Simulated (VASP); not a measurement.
A run of VASP 6.6.1 is set up as follows.

POSCAR

```
CdS
1.0
    3.8936750000      0.0000000000      0.0000000000
    1.9468375000      3.3720214641      0.0000000000
    1.9468375000      1.1240071547      3.1791723247
Cd S
1 1
Direct
    0.0000000000      0.0000000000      0.0000000000
    0.5000000000      0.5000000000      0.5000000000
```

The input INCAR.step1:

```
SYSTEM = CdS
ALGO = Normal ; EDIFF = 1E-4
ENCUT = 520 ; GGA = PE
ISMEAR = 0 ; LASPH = .True.
LCHARG = .False. ; LREAL = .False.
LWAVE = .True. ; NBANDS = 16
NELM = 100 ; PREC = Accurate
SIGMA = 0.01
```

The input INCAR.step2:

```
SYSTEM = CdS
ALGO = Normal ; EDIFF = 1E-7
ENCUT = 520 ; ISIF = 2
ISMEAR = 0 ; ISTART = 1
LASPH = .True. ; LCHARG = .False.
LMIXTAU = .True. ; LREAL = .False.
LWAVE = .False. ; METAGGA = R2SCAN
NBANDS = 16 ; NELM = 100
PREC = Accurate ; SIGMA = 0.01
```

Contents of KPOINTS:

```
k-points
0
Gamma
  6 6 6
  0 0 0
```

Potentials or basis: VASP PAW PBE potentials, release 64 (Cd, S).

Launch:

```sh
$ cat potpaw_PBE.64/Cd/POTCAR potpaw_PBE.64/S/POTCAR > POTCAR
$ cp INCAR.step1 INCAR
$ mpirun -np 1 vasp_std > vasp.out
$ cp INCAR.step2 INCAR
$ mpirun -np 1 vasp_std > vasp.out
```

Q: What does it give for the band gap on the k mesh?

A: 0.73 eV, indirect (least direct gap 2.15 eV).

Q: Estimate the pressure.

A: -1.8 GPa.

Caveat: the PAW data sets were made with another functional, which shifts forces and pressure a little. r2SCAN opens gaps a little over a GGA but as a rule still falls short of measured ones.
